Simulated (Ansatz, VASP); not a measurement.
**Two plane-wave programs on Al3O**

Contents of INCAR:

```
SYSTEM = Al3O
PREC     = Accurate       ! precision mode
ENCUT    = 520            ! plane-wave cutoff, eV
EDIFF    = 1E-6           ! SCF threshold, eV
ISMEAR   = 0              ! smearing method
SIGMA    = 0.1            ! smearing width, eV
LREAL    = .FALSE.        ! projectors in reciprocal space
LASPH    = .TRUE.         ! aspherical terms in the spheres
NELM     = 60             ! most SCF steps
ALGO     = Normal         ! electronic algorithm
ISIF     = 2              ! what is computed and relaxed
LWAVE    = .FALSE.        ! write WAVECAR
LCHARG   = .FALSE.        ! write CHGCAR
LDIPOL   = .TRUE.       
IDIPOL   = 3            
DIPOL    = 0.5 0.5 0.340
GGA      = CA             ! functional
NBANDS   = 16             ! bands
```

Contents of KPOINTS:

```
Automatic mesh
0
G
  9 9 1
  0 0 0
```

Contents of POSCAR:

```
Al3O
1.0
    2.8168432364      0.0000000000      0.0000000000
    0.0000000000      2.8168432364      0.0000000000
    0.0000000000      0.0000000000     21.1042970937
Al O
3 1
Direct
    0.5000000000      0.5000000000      0.1895348602
    0.0000000000      0.0000000000      0.2867549192
    0.5000000000      0.5000000000      0.3840117042
    0.8333333333      0.8333333333      0.4991541318
```

Input for Ansatz:

```yaml
crystal:
  lattice:
    - [2.8168432364, 0.0, 0.0]
    - [0.0, 2.8168432364, 0.0]
    - [0.0, 0.0, 21.1042970937]
  atoms:
    - { symbol: Al, position: [0.5, 0.5, 0.1895348602] }
    - { symbol: Al, position: [0.0, 0.0, 0.2867549192] }
    - { symbol: Al, position: [0.5, 0.5, 0.3840117042] }
    - { symbol: O, position: [0.8333333333, 0.8333333333, 0.4991541318] }
basis:
  ecutwfc: 420
kpoints:
  mp_grid: { grid: [9, 9, 1] }
hamiltonian:
  xc: lda
scf:
  occupations: { method: gaussian, width: 0.1 }
output:
  forces: true
  eigenvalues: true
efield:
  axis: 3
  dipole_correction: true
  ramp_width: 0.04
```

Alike in both runs: task single point; functional LDA; k mesh 9 × 9 × 1; occupations gaussian, width 0.1 eV; no spin polarisation.

|  | VASP | Ansatz |
| --- | --- | --- |
| version | VASP 6.6.1 | Ansatz 0.2.0 |
| potentials or method | VASP PAW LDA potentials, release 64 (Al, O), cutoff 520 eV | scalar-relativistic, plane waves, PAW |
| valence electrons in the cell | 15 | 15 |

|  | VASP | Ansatz | Ansatz less VASP |
| --- | --- | --- | --- |
| gap on the k mesh at the Fermi level (eV) | none | none | - |
| rms of the force components (eV/Å) | 0.963 | 0.964 | +0.0008 |

LDA's correlation is that of Perdew and Zunger in VASP and of Perdew and Wang (1992) in Ansatz. Atom by atom the forces differ by 0.001 eV/Å (rms over components). A gap of «none» marks a metal or a gap that the smearing closes.
